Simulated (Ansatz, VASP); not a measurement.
## Two plane-wave programs on SiC

```
CELL_PARAMETERS angstrom
2.94250 0.00000 0.00000
-1.47125 2.54828 0.00000
0.00000 0.00000 4.83003
ATOMIC_POSITIONS crystal
Si 0.33333 0.66667 0.49969
Si 0.66667 0.33333 0.99969
C 0.33333 0.66667 0.87531
C 0.66667 0.33333 0.37531
```

Change from the starting cell: hydrostatic strain -4.3%.

Alike in both runs: task single point; functional r2SCAN; k mesh 12 × 12 × 6; no spin polarisation.

```csv
,VASP,Ansatz
version,VASP 6.6.1,Ansatz 0.2.0
potentials or method,"VASP PAW PBE potentials, release 64 (Si, C)","plane waves, PAW"
plane-wave cutoff (eV),520,500
occupations,"gaussian, width 0.01 eV",fixed
valence electrons in the cell,16,16
```

VASP gave:

| Quantity | Value |
| --- | --- |
| gap on the k mesh at the Fermi level (eV) | 2.45 |
| pressure (GPa) | 38.6 |
| traceless stress, the component that is largest in VASP (GPa) | -0.64 |

Q: What did Ansatz give for the same quantities?

A: gap on the k mesh at the Fermi level (eV): 2.44; pressure (GPa): 38.9; traceless stress, the component that is largest in VASP (GPa): -0.66.

VASP's potentials were made for PBE, not for r2SCAN. Both programs put the cell under a high pressure, so it lies far from rest at this level.
